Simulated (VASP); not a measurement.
Write the native input for VASP 6.6.1 that does the following.

- Task: single point
- Functional: PBE
- Potentials or basis: VASP PAW PBE potentials, release 64 (Ir, Rh_pv)
- Cutoff: 520 eV
- k mesh: 6 × 6 × 6
- Occupations: gaussian, width 0.2 eV
- Spin: no spin polarisation
- Dipole correction: no
- Further INCAR settings: ALGO = Fast; EDIFF = 1e-07; NBANDS = 62

The structure of Ir4Rh lies in POSCAR:

```
Ir4Rh
1.0
    0.0000000000      0.0000000000     -4.4341790000
    0.0000000000      4.7539300000      0.0000000000
    6.8583190000     -2.3769650000      0.0000000000
Ir Rh
8 2
Direct
    0.2500000000      0.5345600000      0.3995150000
    0.2500000000      0.7333770000      0.8002360000
    0.2500000000      0.9331410000      0.1997640000
    0.2500000000      0.1350450000      0.6004850000
    0.7500000000      0.4654400000      0.6004850000
    0.7500000000      0.8649550000      0.3995150000
    0.7500000000      0.0668590000      0.8002360000
    0.7500000000      0.2666230000      0.1997640000
    0.2500000000      0.3318280000      0.0000000000
    0.7500000000      0.6681720000      0.0000000000
```

The input as run:

INCAR

```
PREC     = Accurate       # precision mode
ENCUT    = 520            # plane-wave cutoff, eV
EDIFF    = 1E-7           # SCF threshold, eV
ISMEAR   = 0              # smearing method
SIGMA    = 0.2            # smearing width, eV
LREAL    = F              # projectors in reciprocal space
LASPH    = T              # aspherical terms in the spheres
NELM     = 80             # most SCF steps
ALGO     = Fast           # electronic algorithm
ISIF     = 2              # what is computed and relaxed
LWAVE    = F              # write WAVECAR
LCHARG   = F              # write CHGCAR
GGA      = PE             # functional
NBANDS   = 62             # bands
```

KPOINTS

```
regular mesh
0
Gamma
  6 6 6
```

Potentials or basis: VASP PAW PBE potentials, release 64 (Ir, Rh_pv).

Command:

```sh
$ cat potpaw_PBE.64/Ir/POTCAR potpaw_PBE.64/Rh_pv/POTCAR > POTCAR
$ mpirun -np 1 vasp_std > vasp.out
```

It gave:

```
Pressure               : 0.6 GPa
Largest force          : 0.039 eV/Å
Band gap on the k mesh : zero (bands 51 and 52 overlap by 0.66 eV)
```

Caveat: spin-orbit coupling is left out, which moves the levels of the heavy elements.

Run time: 19 min on 1 thread of Intel Xeon 8259CL, with other jobs on the host, peak memory 0.49 GiB.
